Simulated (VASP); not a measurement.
Wanted: the native input for a VASP 6.6.1 run.

* Task: single point
* Functional: PBEsol
* Potentials or basis: VASP PAW PBE potentials, release 64 (Cd, F)
* Cutoff: 520 eV
* k mesh: 8 × 8 × 8
* Occupations: gaussian, width 0.05 eV
* Spin: no spin polarisation
* Dipole correction: no
* Further INCAR settings: ALGO = Normal; EDIFF = 1e-07; NBANDS = 20

The structure of CdF2 lies in POSCAR:

```
CdF2
1.0
    0.0000000000      2.7694700532      2.5911202199
    2.7156285941      0.0000000000      2.5911202199
    2.7156285941      2.7694700532      0.0000000000
Cd F
1 2
Direct
    0.0000000000      0.0000000000      0.0000000000
    0.2500000000      0.2500000000      0.2500000000
    0.7500000000      0.7500000000      0.7500000000
```

This cell differs from its parent crystal: strain +e along x and -e along y -0.0100, strain +e along z and -e/2 along x and y -0.0375.

The input as run:

INCAR

```
SYSTEM = CdF2
PREC = Accurate
ENCUT = 520
EDIFF = 1E-7
ISMEAR = 0
SIGMA = 0.05
LREAL = .FALSE.
LASPH = .TRUE.
NELM = 60
ALGO = Normal
ISIF = 2
LWAVE = .FALSE.
LCHARG = .FALSE.
GGA = PS
NBANDS = 20
```

KPOINTS

```
regular mesh
0
G
  8 8 8
  0 0 0
```

Potentials or basis: VASP PAW PBE potentials, release 64 (Cd, F).

The run is started by

```sh
$ cat potpaw_PBE.64/Cd/POTCAR potpaw_PBE.64/F/POTCAR > POTCAR
$ mpirun -np 1 vasp_std > vasp.out
```

Results of the run:

| Property | Result |
| --- | --- |
| Pressure | 0.9 GPa |
| Band gap on the k mesh | 2.80 eV (least direct gap 3.29 eV) |

Caveat: the cell differs from its parent crystal (strain +e along x and -e along y -0.0100, strain +e along z and -e/2 along x and y -0.0375); the PAW data sets were made with another functional, which shifts forces and pressure a little.

Run time: 74 s on 1 thread of AMD EPYC 7R43 64-Core Processor (Zen 3) (shared host), peak memory 0.17 GiB.
